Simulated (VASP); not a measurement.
# AlRu (Pm-3m) in VASP: settings compared

Aim: see how the results for AlRu move with the level of theory and the settings. Levels: PBEsol+D4, r2SCAN. Tasks: relaxation of cell and atoms.

Everything below comes from runs of VASP 6.6.1. Logs are shortened: lines on timing, memory, paths and dates and some standing lists are left out, and cuts for length are marked.

**1. The cell of the first run**

The structure is cubic, space group Pm-3m (No. 221). The conventional cell has a = 2.992 Å, b = 2.992 Å, c = 2.992 Å, α = 90.00°, β = 90.00°, γ = 90.00°. Ru (site symmetry m-3m) has 8 Al at 2.59 Å and 6 Ru at 2.99 Å within 3.4 Å. Al (site symmetry m-3m) has 8 Ru at 2.59 Å and 6 Al at 2.99 Å within 3.4 Å.

**2. Relaxation of cell and atoms, PBEsol+D4**

The input, INCAR:

```
  PREC = Accurate
  ENCUT = 600
  EDIFF = 1E-6
  ISMEAR = -1
  SIGMA = 0.05
  LREAL = False
  LASPH = True
  NELM = 100
  ALGO = Normal
  ISIF = 3
  LWAVE = False
  LCHARG = False
  GGA = PS
  IVDW = 13
  IBRION = 2
  NSW = 60
  EDIFFG = -0.01
```

The input, KPOINTS:

```
regular mesh
0
Gamma
  9 9 9
```

The input, POSCAR:

```
AlRu
1.0
    2.9916000000      0.0000000000      0.0000000000
    0.0000000000      2.9916000000      0.0000000000
    0.0000000000      0.0000000000      2.9916000000
Ru Al
1 1
Direct
    0.5000000000      0.5000000000      0.5000000000
    0.0000000000      0.0000000000      0.0000000000
```

Potentials or basis: VASP PAW PBE potentials, release 64 (Ru_pv, Al).

The run is started by

```console
$ cat potpaw_PBE.64/Ru_pv/POTCAR potpaw_PBE.64/Al/POTCAR > POTCAR
$ mpirun -np 1 vasp_std > vasp.out
```

OUTCAR:

```text
PREC = Accurate
   ENCUT = 600
   EDIFF = 1E-6
   ISMEAR = -1
   LREAL = False
   LASPH = True
   NELM = 100
   ISIF = 3
   GGA = PS
   IVDW = 13
   IBRION = 2
   NSW = 60
   EDIFFG = -0.01

 ion  position               nearest neighbor table
   1  0.500  0.500  0.500-   2 2.59   2 2.59   2 2.59   2 2.59   2 2.59   2 2.59   2 2.59   2 2.59

   2  0.000  0.000  0.000-   1 2.59   1 2.59   1 2.59   1 2.59   1 2.59   1 2.59   1 2.59   1 2.59

  LATTYP: Found a simple cubic cell.
 ALAT       =     2.9916000000

  Lattice vectors:

 A1 = (   2.9916000000,   0.0000000000,   0.0000000000)
 A2 = (   0.0000000000,   2.9916000000,   0.0000000000)
 A3 = (   0.0000000000,   0.0000000000,   2.9916000000)

Analysis of symmetry for initial positions (statically):
=====================================================================
 Subroutine PRICEL returns:
 Original cell was already a primitive cell.

 Routine SETGRP: Setting up the symmetry group for a
 simple cubic supercell.

 Subroutine GETGRP returns: Found 48 space group operations
[... 9 lines left out ...]

 Routine SETGRP: Setting up the symmetry group for a
 simple cubic supercell.

 Subroutine GETGRP returns: Found 48 space group operations
[... 11 lines left out ...]
                                     Primitive cell

  volume of cell :      26.7738

  direct lattice vectors                    reciprocal lattice vectors
     2.991600000  0.000000000  0.000000000     0.334269287  0.000000000  0.000000000
     0.000000000  2.991600000  0.000000000     0.000000000  0.334269287  0.000000000
     0.000000000  0.000000000  2.991600000     0.000000000  0.000000000  0.334269287

  length of vectors
     2.991600000  2.991600000  2.991600000     0.334269287  0.334269287  0.334269287

  position of ions in fractional coordinates (direct lattice)
     0.500000000  0.500000000  0.500000000
     0.000000000  0.000000000  0.000000000

  ion indices of the primitive-cell ions
   primitive index   ion index
                 1           1
                 2           2

----------------------------------------------------------------------------------------

 KPOINTS: regular mesh

Automatic generation of k-mesh.
 Grid dimensions read from file:
 generate k-points for:    9    9    9

 Generating k-lattice:

  Cartesian coordinates                     Fractional coordinates (reciprocal lattice)
     0.037141032  0.000000000  0.000000000     0.111111111  0.000000000  0.000000000
     0.000000000  0.037141032  0.000000000     0.000000000  0.111111111  0.000000000
     0.000000000  0.000000000  0.037141032     0.000000000  0.000000000  0.111111111

  Length of vectors
     0.037141032  0.037141032  0.037141032

  Shift w.r.t. Gamma in fractional coordinates (k-lattice)
     0.000000000  0.000000000  0.000000000

 Subroutine IBZKPT returns following result:
 ===========================================

 Found     35 irreducible k-points:

 Following reciprocal coordinates:
            Coordinates               Weight
  0.000000  0.000000  0.000000      1.000000
  0.111111  0.000000  0.000000      6.000000
  0.222222  0.000000  0.000000      6.000000
  0.333333  0.000000  0.000000      6.000000
  0.444444  0.000000  0.000000      6.000000
  0.111111  0.111111  0.000000     12.000000
[... 16 lines left out ...]
  0.333333  0.333333  0.111111     24.000000
  0.444444  0.333333  0.111111     48.000000
 [... further k-points ...]
   k-points           NKPTS =     35   k-points in BZ     NKDIM =     35   number of bands    NBANDS=     12
   number of dos      NEDOS =    301   number of ions     NIONS =      2
   total plane-waves  NPLWV =  13824
   dimension x,y,z NGX =    24 NGY =   24 NGZ =   24
   dimension x,y,z NGXF=    48 NGYF=   48 NGZF=   48
   ions per type =               1   1
   NGX,Y,Z   is equivalent  to a cutoff of  13.34, 13.34, 13.34 a.u.
   NGXF,Y,Z  is equivalent  to a cutoff of  26.67, 26.67, 26.67 a.u.
 SYSTEM =  unknown system
   PREC   = accura    normal or accurate (medium, high low for compatibility)
   ISTART =      0    job   : 0-new  1-cont  2-samecut
   ICHARG =      2    charge: 1-file 2-atom 10-const
   ISPIN  =      1    spin polarized calculation?
   LNONCOLLINEAR =      F non collinear calculations
   LSORBIT =      F    spin-orbit coupling
   LASPH  =      T    aspherical Exc in radial PAW
   ENCUT  =  600.0 eV  44.10 Ry    6.64 a.u.   5.97  5.97  5.97*2*pi/ulx,y,z
   NELM   =    100;   NELMIN=  2; NELMDL= -5     # of ELM steps
   EDIFF  = 0.1E-05   stopping-criterion for ELM
   LREAL  =      F    real-space projection
   EDIFFG = -.1E-01   stopping-criterion for IOM
   NSW    =     60    number of steps for IOM
   IBRION =      2    ionic relax: 0-MD 1-quasi-New 2-CG
   NFREE  =      1    steps in history (QN), initial steepest desc. (CG)
   ISIF   =      3    stress and relaxation
   ISYM   =      2    0-nonsym 1-usesym 2-fastsym
   POTIM  = 0.5000    time-step for ionic-motion
   TEBEG  =    0.0;   TEEND  =   0.0 temperature during run
   PSTRESS=    0.0 pullay stress
   NELECT =      17.0000    total number of electrons
   NUPDOWN=      -1.0000    fix difference up-down
   EMIN   =  10.00;   EMAX   =-10.00  energy-range for DOS
   EFERMI =   0.00;   METHOD = LEGACY
   ISMEAR =    -1;   SIGMA  =   0.05  broadening in eV -4-tet -1-fermi 0-gaus
   EFERMI_NEDOS =   21; number of points for ismear=-14 and -15
   IALGO  =     38    algorithm
   IMIX   =      4    mixing-type and parameters
     AMIX     =   0.40;   BMIX     =  1.00
     AMIX_MAG =   1.60;   BMIX_MAG =  1.00
  volume/ion in A,a.u.               =      13.39        90.34
  Fermi-wavevector in a.u.,A,eV,Ry     =   1.407087  2.659009 26.938090  1.979894
  Thomas-Fermi vector in A             =   2.529382
   LORBIT       =      0    0 simple, 1 ext, 2 COOP (PROOUT), +10 PAW based schemes
   GGA     = PS    functional components
   LHFCALC =     F    Hartree Fock is set to
   AEXX    =    0.0000 exact exchange contribution
   IVDW    =    13    specifies the selected vdW correction
   LEPSILON=     F    determine dielectric tensor
   LRPA    =     F    only Hartree local field effects (RPA)
 conjugate gradient relaxation of ions
 non-spin polarized calculation
  energy-cutoff  :      600.00
  volume of cell :       26.77
 maximum number of plane-waves:       922
 NGX is ok and might be reduce to    24
   NGX = 11   NGY = 11   NGZ = 11

--------------------------------------- Ionic step        1  -------------------------------------------

 number of electron      16.9999995 magnetization

 Free energy of the ion-electron system (eV)
  ---------------------------------------------------
  ext. energy  EPLUGINS =         0.00000000
  ---------------------------------------------------
  free energy    TOTEN  =       -15.52170061 eV

  energy without entropy =      -15.50676440  energy(sigma->0) =      -15.51423251

------------------------ aborting loop because EDIFF is reached ----------------------------------------

  DFT-D4 for vdW energy calculation

  Edisp (eV):   -0.54979

  FORCE on cell =-STRESS in cart. coord.  units (eV):
  Direction    XX          YY          ZZ          XY          YZ          ZX
  --------------------------------------------------------------------------------------
  -------------------------------------------------------------------------------------
  Total      -1.05367    -1.05367    -1.05367     0.00000     0.00000    -0.00000
  in kB     -63.05288   -63.05288   -63.05288     0.00000     0.00000    -0.00000
  external pressure =      -63.05 kB  Pullay stress =        0.00 kB
[... 61 lines left out ...]
  energy  without entropy=      -16.0297052335  energy(sigma->0) =      -16.03649412

--------------------------------------- Ionic step        3  -------------------------------------------

 number of electron      16.9999997 magnetization

 Free energy of the ion-electron system (eV)
  ---------------------------------------------------
  ext. energy  EPLUGINS =         0.00000000
  ---------------------------------------------------
  free energy    TOTEN  =       -15.52251421 eV

  energy without entropy =      -15.50813417  energy(sigma->0) =      -15.51532419

 E-fermi :  10.9302     XC(G=0): -12.8400

 val. band max:       10.9144292786   @ k =   0.4444   0.4444   0.1111
 cond. band min:      10.9338530986   @ k =   0.4444   0.1111   0.1111
 fundamental gap:      0.0194238200
 Fermi energy:        10.9301868390

 k-point     1 :       0.0000    0.0000    0.0000
  band No.  band energies     occupation
      1     -30.7356      2.00000
      2     -30.7356      2.00000
      3     -30.7356      2.00000
      4       1.1577      2.00000
      5       7.2536      2.00000
      6       7.2536      2.00000
      7      11.1887      0.01130
      8      11.1887      0.01130
      9      11.1887      0.01130
     10      17.2259      0.00000
     11      17.2259      0.00000
     12      17.2259      0.00000
[... 331 lines left out ...]
 k-point    24 :       0.4444    0.3333    0.1111
  band No.  band energies     occupation
      1     -30.9377      2.00000
      2     -30.8825      2.00000
      3     -30.7269      2.00000
      4       5.0431      2.00000
      5       7.1223      2.00000
      6       8.4045      2.00000
      7       9.0070      2.00000
      8      10.2424      2.00000
      9      10.6973      1.98119
     10      13.3309      0.00000
     11      17.2937      0.00000
     12      18.4421      0.00000

 [... further k-points ...]

------------------------ aborting loop because EDIFF is reached ----------------------------------------

  DFT-D4 for vdW energy calculation

  Edisp (eV):   -0.56476

  FORCE on cell =-STRESS in cart. coord.  units (eV):
  Direction    XX          YY          ZZ          XY          YZ          ZX
  --------------------------------------------------------------------------------------
  -------------------------------------------------------------------------------------
  Total      -0.01071    -0.01071    -0.01071     0.00000     0.00000    -0.00000
  in kB      -0.66014    -0.66014    -0.66014     0.00000     0.00000    -0.00000
  external pressure =       -0.66 kB  Pullay stress =        0.00 kB
[... 17 lines left out ...]
  FREE ENERGIE OF THE ION-ELECTRON SYSTEM (eV)
  ---------------------------------------------------
  free  energy   TOTEN  =       -16.0872698637 eV

  energy  without entropy=      -16.0728898243  energy(sigma->0) =      -16.08007984

 reached required accuracy - stopping structural energy minimisation
```

It took 9.4 s on 1 thread of Intel Xeon 6975P-C (Granite Rapids), shared host; peak memory 0.15 GiB.

What came out:

```
Free energy                            : -16.0873 eV
Relaxed volume                         : 13.00 Å³/atom
Relaxed cell                           : a = 2.963 Å, b = 2.963 Å, c = 2.963 Å, α = 90.00°, β = 90.00°, γ = 90.00°
Space group after relaxing (to 0.05 Å) : Pm-3m (No. 221)
Energy gained by relaxing              : 7.9 meV/atom
Ionic steps                            : 3
Pressure after relaxing                : -0.1 GPa
Dispersion energy per atom             : -0.282 eV
```

Step by step:
| step | energy change (eV) | largest force (eV/Å) | pressure (GPa) | volume (Å³) |
| --- | --- | --- | --- | --- |
| 1 | 0.0000 | 0.0000 | -6.31 | 26.77 |
| 2 | 0.0282 | 0.0000 | 12.17 | 24.78 |
| 3 | -0.0158 | 0.0000 | -0.07 | 26.01 |

Final structure:
```xyz
2
Lattice="2.9627 0.0000 0.0000 0.0000 2.9627 0.0000 0.0000 0.0000 2.9627" Properties=species:S:1:pos:R:3 pbc="T T T"
Ru    1.4813    1.4813    1.4813
Al    0.0000    0.0000    0.0000
```

Caveat: the PAW data sets were made with another functional, which shifts forces and pressure a little; pairwise dispersion overbinds metals, which lowers pressure and volume.

**3. Relaxation of cell and atoms, r2SCAN**

POSCAR is that of step 2.

The input, INCAR.step1:

```
ALGO = Normal
EDIFF = 1E-4
ENCUT = 600
GGA = PE
ISMEAR = -1
LASPH = True
LCHARG = False
LREAL = False
LWAVE = True
NELM = 80
PREC = Accurate
SIGMA = 0.05
```

The input, INCAR.step2:

```
ALGO = Normal
EDIFF = 1E-6
EDIFFG = -0.01
ENCUT = 600
IBRION = 2
ISIF = 3
ISMEAR = -1
ISTART = 1
LASPH = True
LCHARG = False
LMIXTAU = True
LREAL = False
LWAVE = False
METAGGA = R2SCAN
NELM = 80
NSW = 60
PREC = Accurate
SIGMA = 0.05
```

The input, KPOINTS:

```
k-points
0
Gamma
  9 9 9
```

Potentials or basis: VASP PAW PBE potentials, release 64 (Ru_pv, Al).

The run is started by

```console
$ cat potpaw_PBE.64/Ru_pv/POTCAR potpaw_PBE.64/Al/POTCAR > POTCAR
$ cp INCAR.step1 INCAR
$ mpirun -np 1 vasp_std > vasp.out
$ cp INCAR.step2 INCAR
$ mpirun -np 1 vasp_std > vasp.out
```

Run time: 33 s. Hardware: 1 thread of Intel Xeon 6975P-C (Granite Rapids), shared host; peak memory 0.16 GiB.

Results (log left out):

```yaml
Free_energy: -33.6071 eV
Relaxed_volume: 13.27 Å³/atom
Relaxed_cell: a = 2.983 Å, b = 2.983 Å, c = 2.983 Å, α = 90.00°, β = 90.00°, γ = 90.00°
Space_group_after_relaxing_to_0.05_Å: Pm-3m (No. 221)
Energy_gained_by_relaxing: 0.7 meV/atom
Ionic_steps: 3
Pressure_after_relaxing: 0.0 GPa
```

Step by step:
```
step  energy change (eV)  largest force (eV/Å)  pressure (GPa)  volume (Å³)
   1              0.0000                0.0000           -1.92        26.77
   2              0.0025                0.0000            3.33        26.16
   3             -0.0014                0.0000           -0.01        26.54
```

Final structure:
```
Ru Al
1.0
     2.98294    0.00000    0.00000
     0.00000    2.98294    0.00000
     0.00000    0.00000    2.98294
Ru Al
1 1
Direct
  0.50000 0.50000 0.50000
  0.00000 0.00000 0.00000
```

Levels at points of the mesh, in eV from the Fermi level:
| k point | band 5 | band 6 | band 7 | band 8 | band 9 | band 10 | band 11 | band 12 |
| --- | --- | --- | --- | --- | --- | --- | --- | --- |
| (0.00, 0.00, 0.00) | -3.66 | -3.66 | 0.25 | 0.25 | 0.25 | 6.65 | 6.65 | 6.65 |

Caveat: the PAW data sets were made with another functional, which shifts forces and pressure a little.
